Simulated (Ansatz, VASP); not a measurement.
One calculation of Zr3TiSi8, two programs

```
Zr Ti Si
1.0
     0.00000    3.67021    0.00000
     7.30478    0.00000    0.00000
     0.00000   -1.83510   -7.26025
Zr Ti Si
3 1 8
Direct
  0.10346 0.00000 0.20692
  0.89414 0.74860 0.78828
  0.89414 0.25140 0.78828
  0.10515 0.50000 0.21031
  0.44951 0.00000 0.89901
  0.44898 0.50000 0.89797
  0.55900 0.74227 0.11800
  0.55900 0.25773 0.11800
  0.74876 0.00000 0.49752
  0.74397 0.50000 0.48795
  0.24694 0.74568 0.49389
  0.24694 0.25432 0.49389
```

Alike in both runs: task single point; functional PBE; k mesh 6 × 4 × 6; occupations gaussian, width 0.2 eV; no spin polarisation.

|  | VASP | Ansatz |
| --- | --- | --- |
| version | VASP 6.6.1 | Ansatz 0.2.0 |
| potentials or method | VASP PAW PBE potentials, release 64 (Zr_sv, Ti_sv, Si), cutoff 520 eV | scalar-relativistic, plane waves, PAW |
| valence electrons in the cell | 80 | 80 |

|  | VASP | Ansatz | Ansatz less VASP |
| --- | --- | --- | --- |
| gap on the k mesh at the Fermi level (eV) | none | none | - |
| pressure (GPa) | 0.1 | 0.1 | -0.01 |
| traceless stress, the component that is largest in VASP (GPa) | 0.20 | 0.18 | -0.014 |
| rms of the force components (eV/Å) | 0.011 | 0.009 | -0.0016 |

Atom by atom the forces differ by 0.004 eV/Å (rms over components). A gap of «none» marks a metal or a gap that the smearing closes. With one functional, cell and mesh, what is left measures potentials, basis and numerics.
